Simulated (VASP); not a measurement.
# CdSe (Fm-3m) in VASP: notebook, part 2 of 3

VASP 6.6.1. The steps go on from the part before.

### Step 3. Single point, LDA

This run uses another cell than the first one, of 21.55 Å³/atom.

The input, INCAR:

```
SYSTEM = CdSe
PREC     = Accurate       ! precision mode
ENCUT    = 520            ! plane-wave cutoff, eV
EDIFF    = 1E-6           ! SCF threshold, eV
ISMEAR   = -1             ! smearing method
SIGMA    = 0.02           ! smearing width, eV
LREAL    = .FALSE.        ! projectors in reciprocal space
LASPH    = .TRUE.         ! aspherical terms in the spheres
NELM     = 100            ! most SCF steps
ALGO     = Normal         ! electronic algorithm
ISIF     = 2              ! what is computed and relaxed
LWAVE    = .FALSE.        ! write WAVECAR
LCHARG   = .FALSE.        ! write CHGCAR
GGA      = CA             ! functional
NBANDS   = 16             ! bands
```

The input, KPOINTS:

```
regular mesh
0
G
  8 8 8
  0 0 0
```

The input, POSCAR:

```
CdSe
1.0
    0.0000000000      2.7829231662      2.7829231662
    2.7829231662      0.0000000000      2.7829231662
    2.7829231662      2.7829231662      0.0000000000
Cd Se
1 1
Direct
    0.0000000000      0.0000000000      0.0000000000
    0.5000000000      0.5000000000      0.5000000000
```

Potentials or basis: VASP PAW LDA potentials, release 64 (Cd, Se).

Launch:

```console
$ cat potpaw_LDA.64/Cd/POTCAR potpaw_LDA.64/Se/POTCAR > POTCAR
$ mpirun -np 1 vasp_std > vasp.out
```

OUTCAR:

```text
SYSTEM = CdSe
   PREC = Accurate
   ENCUT = 520
   EDIFF = 1E-6
   ISMEAR = -1
   LREAL = .FALSE.
   LASPH = .TRUE.
   NELM = 100
   ISIF = 2
   GGA = CA

 ion  position               nearest neighbor table
   1  0.000  0.000  0.000-   2 2.78   2 2.78   2 2.78   2 2.78   2 2.78   2 2.78
   2  0.500  0.500  0.500-   1 2.78   1 2.78   1 2.78   1 2.78   1 2.78   1 2.78

  LATTYP: Found a face centered cubic cell.
 ALAT       =     5.5658463324

  Lattice vectors:

 A1 = (   0.0000000000,   2.7829231662,   2.7829231662)
 A2 = (   2.7829231662,   0.0000000000,   2.7829231662)
 A3 = (   2.7829231662,   2.7829231662,   0.0000000000)

Analysis of symmetry for initial positions (statically):
=====================================================================
 Subroutine PRICEL returns:
 Original cell was already a primitive cell.

 Routine SETGRP: Setting up the symmetry group for a
 face centered cubic supercell.

 Subroutine GETGRP returns: Found 48 space group operations
 (whereof 48 operations were pure point group operations)
 out of a pool of 48 trial point group operations.

The static configuration has the point symmetry O_h .

Analysis of symmetry for dynamics (positions and initial velocities):
=====================================================================
 Subroutine PRICEL returns:
 Original cell was already a primitive cell.

 Routine SETGRP: Setting up the symmetry group for a
 face centered cubic supercell.

 Subroutine GETGRP returns: Found 48 space group operations
 (whereof 48 operations were pure point group operations)
 out of a pool of 48 trial point group operations.

The dynamic configuration has the point symmetry O_h .

 Subroutine INISYM returns: Found 48 space group operations
 (whereof 48 operations are pure point group operations),
 and found     1 'primitive' translations

----------------------------------------------------------------------------------------

[... 111 lines left out ...]
     AMIX     =   0.40;   BMIX     =  1.00
     AMIX_MAG =   1.60;   BMIX_MAG =  1.00
  volume/ion in A,a.u.               =      21.55       145.45
  Fermi-wavevector in a.u.,A,eV,Ry     =   1.223642  2.312348 20.372007  1.497300
  Thomas-Fermi vector in A             =   2.358746
   LORBIT       =      0    0 simple, 1 ext, 2 COOP (PROOUT), +10 PAW based schemes
   GGA     = CA    functional components
   LHFCALC =     F    Hartree Fock is set to
   AEXX    =    0.0000 exact exchange contribution
   IVDW    =     0    specifies the selected vdW correction
   LEPSILON=     F    determine dielectric tensor
   LRPA    =     F    only Hartree local field effects (RPA)
 non-spin polarized calculation
  energy-cutoff  :      520.00
  volume of cell :       43.11
 maximum number of plane-waves:      1211
 NGX is ok and might be reduce to    30
   NGX = 15   NGY = 15   NGZ = 15

 number of electron      18.0000002 magnetization

 Free energy of the ion-electron system (eV)
  ---------------------------------------------------
  ext. energy  EPLUGINS =         0.00000000
  ---------------------------------------------------
  free energy    TOTEN  =        -6.59846715 eV

  energy without entropy =       -6.59768483  energy(sigma->0) =       -6.59807599

 E-fermi :   3.1395     XC(G=0): -10.7831

 val. band max:        3.0971611853   @ k =  -0.2500   0.1250   0.0000
 cond. band min:       3.2663371662   @ k =   0.3750   0.3750   0.0000
 fundamental gap:      0.1691759809
 Fermi energy:         3.1394649651

 k-point     1 :       0.0000    0.0000    0.0000
  band No.  band energies     occupation
      1     -10.4615      2.00000
      2      -5.0570      2.00000
      3      -5.0570      2.00000
      4      -5.0357      2.00000
      5      -5.0357      2.00000
      6      -5.0357      2.00000
[... 433 lines left out ...]
      3      -5.1397      2.00000
      4      -5.0967      2.00000
      5      -4.8364      2.00000
      6      -4.7589      2.00000
[... 8 lines left out ...]
     15      14.5779      0.00000
     16      17.4358      0.00000

 [... further k-points ...]

------------------------ aborting loop because EDIFF is reached ----------------------------------------

  FORCE on cell =-STRESS in cart. coord.  units (eV):
  Direction    XX          YY          ZZ          XY          YZ          ZX
  --------------------------------------------------------------------------------------
  -------------------------------------------------------------------------------------
  Total        0.1684892      0.1684892      0.1684892     -0.0000000      0.0000000     -0.0000000
  in kB        6.2625168      6.2625168      6.2625168     -0.0000000      0.0000000     -0.0000000
  external PRESSURE =       6.2625168 kB  Pullay stress =       0.0000000 kB

 VOLUME and BASIS-vectors are now :
 -----------------------------------------------------------------------------
  energy-cutoff  :      520.00
  volume of cell :       43.11
      direct lattice vectors                 reciprocal lattice vectors
     0.000000000  2.782923166  2.782923166    -0.179667195  0.179667195  0.179667195
     2.782923166  0.000000000  2.782923166     0.179667195 -0.179667195  0.179667195
     2.782923166  2.782923166  0.000000000     0.179667195  0.179667195 -0.179667195

 POSITION                                       TOTAL-FORCE (eV/Angst)
 -----------------------------------------------------------------------------------
      0.00000      0.00000      0.00000         0.000000      0.000000     -0.000000
      2.78292      2.78292      2.78292        -0.000000      0.000000      0.000000
 -----------------------------------------------------------------------------------
    total drift:                               -0.000000      0.000000      0.000000

  FREE ENERGIE OF THE ION-ELECTRON SYSTEM (eV)
  ---------------------------------------------------
  free  energy   TOTEN  =        -6.5984671511 eV

  energy  without entropy=       -6.5976848326  energy(sigma->0) =       -6.59807599
```

stdout:

```text
POSCAR found type information on POSCAR CdSe
 POSCAR found :  2 types and       2 ions
 scaLAPACK will be used
 LDA part: xc-table for (Slater(with rela. corr.)+CA(PZ))
 , standard interpolation
 POSCAR, INCAR and KPOINTS ok, starting setup
 FFT: planning ... GRIDC
 FFT: planning ... GRID_SOFT
 FFT: planning ... GRID
 WAVECAR not read
 entering main loop
```

It took 27 s on 1 thread of AMD EPYC 7R13, shared host; peak memory 0.13 GiB.

Results:

```
Free energy            : -6.5985 eV
Pressure               : 0.6 GPa
Band gap on the k mesh : zero (bands 9 and 10 overlap by 0.68 eV)
```

Caveat: semilocal functionals underestimate gaps, so a narrow gap can read as zero.

### Step 4. Single point, PBEsol

This run uses another cell than the first one, of 22.28 Å³/atom.

The input, INCAR:

```
  PREC = Accurate
  ENCUT = 520
  EDIFF = 1E-6
  ISMEAR = -1
  SIGMA = 0.02
  LREAL = False
  LASPH = True
  NELM = 80
  ALGO = Normal
  ISIF = 2
  LWAVE = False
  LCHARG = True
  GGA = PS
  LELF = True
  LVHAR = True
  NBANDS = 16
```

The input, KPOINTS:

```
Automatic mesh
0
Gamma
  8 8 8
```

The input, POSCAR:

```
CdSe
1.0
    0.0000000000      2.8139999918      2.8139999918
    2.8139999918      0.0000000000      2.8139999918
    2.8139999918      2.8139999918      0.0000000000
Cd Se
1 1
Direct
    0.0000000000      0.0000000000      0.0000000000
    0.5000000000      0.5000000000      0.5000000000
```

Potentials or basis: VASP PAW PBE potentials, release 64 (Cd, Se).

Launch:

```console
$ cat potpaw_PBE.64/Cd/POTCAR potpaw_PBE.64/Se/POTCAR > POTCAR
$ mpirun -np 1 vasp_std > vasp.out
```

OUTCAR:

```text
PREC = Accurate
   ENCUT = 520
   EDIFF = 1E-6
   ISMEAR = -1
   LREAL = False
   LASPH = True
   NELM = 80
   ISIF = 2
   GGA = PS

 ion  position               nearest neighbor table
   1  0.000  0.000  0.000-   2 2.81   2 2.81   2 2.81   2 2.81   2 2.81   2 2.81
   2  0.500  0.500  0.500-   1 2.81   1 2.81   1 2.81   1 2.81   1 2.81   1 2.81

  LATTYP: Found a face centered cubic cell.
 ALAT       =     5.6279999836

  Lattice vectors:

 A1 = (   0.0000000000,   2.8139999918,   2.8139999918)
 A2 = (   2.8139999918,   0.0000000000,   2.8139999918)
 A3 = (   2.8139999918,   2.8139999918,   0.0000000000)

Analysis of symmetry for initial positions (statically):
=====================================================================
 Subroutine PRICEL returns:
 Original cell was already a primitive cell.

 Routine SETGRP: Setting up the symmetry group for a
 face centered cubic supercell.

 Subroutine GETGRP returns: Found 48 space group operations
 (whereof 48 operations were pure point group operations)
 out of a pool of 48 trial point group operations.

[... 160 lines left out ...]
  energy without entropy =       -5.98903392  energy(sigma->0) =       -5.98941702

 E-fermi :   2.7470     XC(G=0): -10.4918

 val. band max:        2.7055807677   @ k =  -0.2500   0.1250   0.0000
 cond. band min:       2.9291517399   @ k =   0.0000   0.0000   0.0000
 fundamental gap:      0.2235709722
 Fermi energy:         2.7469622675

 k-point     1 :       0.0000    0.0000    0.0000
  band No.  band energies     occupation
      1     -10.6055      2.00000
      2      -5.3096      2.00000
      3      -5.3096      2.00000
      4      -5.2901      2.00000
      5      -5.2901      2.00000
      6      -5.2901      2.00000
[... 433 lines left out ...]
      3      -5.3761      2.00000
      4      -5.3420      2.00000
      5      -5.1093      2.00000
      6      -5.0398      2.00000
[... 8 lines left out ...]
     15      14.0545      0.00000
     16      16.8734      0.00000

 [... further k-points ...]

------------------------ aborting loop because EDIFF is reached ----------------------------------------

  FORCE on cell =-STRESS in cart. coord.  units (eV):
  Direction    XX          YY          ZZ          XY          YZ          ZX
  --------------------------------------------------------------------------------------
  -------------------------------------------------------------------------------------
  Total        0.1310697      0.1310697      0.1310697     -0.0000000      0.0000000     -0.0000000
  in kB        4.7120580      4.7120580      4.7120580     -0.0000000      0.0000000     -0.0000000
  external PRESSURE =       4.7120580 kB  Pullay stress =       0.0000000 kB

 VOLUME and BASIS-vectors are now :
 -----------------------------------------------------------------------------
  energy-cutoff  :      520.00
  volume of cell :       44.57
      direct lattice vectors                 reciprocal lattice vectors
     0.000000000  2.813999992  2.813999992    -0.177683014  0.177683014  0.177683014
     2.813999992  0.000000000  2.813999992     0.177683014 -0.177683014  0.177683014
     2.813999992  2.813999992  0.000000000     0.177683014  0.177683014 -0.177683014

 POSITION                                       TOTAL-FORCE (eV/Angst)
 -----------------------------------------------------------------------------------
      0.00000      0.00000      0.00000        -0.000000      0.000000     -0.000000
      2.81400      2.81400      2.81400         0.000000     -0.000000      0.000000
 -----------------------------------------------------------------------------------
    total drift:                               -0.000000      0.000000      0.000000

  FREE ENERGIE OF THE ION-ELECTRON SYSTEM (eV)
  ---------------------------------------------------
  free  energy   TOTEN  =        -5.9898001299 eV

  energy  without entropy=       -5.9890339188  energy(sigma->0) =       -5.98941702
```

OSZICAR:

```text
N       E                     dE             d eps       ncg     rms          rms(c)
DAV:   1     0.105573797730E+03    0.10557E+03   -0.90657E+03   944   0.104E+03
DAV:   2    -0.281514449259E+01   -0.10839E+03   -0.10105E+03  1112   0.252E+02
DAV:   3    -0.639381829263E+01   -0.35787E+01   -0.35666E+01  1088   0.472E+01
DAV:   4    -0.640432892417E+01   -0.10511E-01   -0.10510E-01  1152   0.259E+00
DAV:   5    -0.640437351207E+01   -0.44588E-04   -0.44588E-04  1120   0.147E-01    0.586E+00
DAV:   6    -0.601791659119E+01    0.38646E+00   -0.60190E-01  1224   0.104E+01    0.498E+00
DAV:   7    -0.599224717157E+01    0.25669E-01   -0.11380E-01  1088   0.246E+00    0.242E+00
DAV:   8    -0.599000271775E+01    0.22445E-02   -0.13103E-02  1032   0.138E+00    0.197E-01
DAV:   9    -0.598980340108E+01    0.19932E-03   -0.11580E-03  1200   0.451E-01    0.415E-02
DAV:  10    -0.598979465047E+01    0.87506E-05   -0.12239E-04  1048   0.152E-01    0.307E-02
DAV:  11    -0.598980029376E+01   -0.56433E-05   -0.13439E-05  1136   0.383E-02    0.150E-02
DAV:  12    -0.598980012990E+01    0.16386E-06   -0.15091E-06   768   0.172E-02
   1 F= -.59898001E+01 E0= -.59894170E+01  d E =-.766211E-03
```

Wall time 35 s (1 thread of AMD EPYC 7R13, shared host); peak memory 0.14 GiB.

Results:

| Item | Value |
| --- | --- |
| Free energy | -5.9898 eV |
| Pressure | 0.5 GPa |
| Band gap on the k mesh | zero (bands 9 and 10 overlap by 0.56 eV) |

Caveat: semilocal functionals underestimate gaps, so a narrow gap can read as zero; the PAW data sets were made with another functional, which shifts forces and pressure a little.

(Part 2 of 3 ends here.)
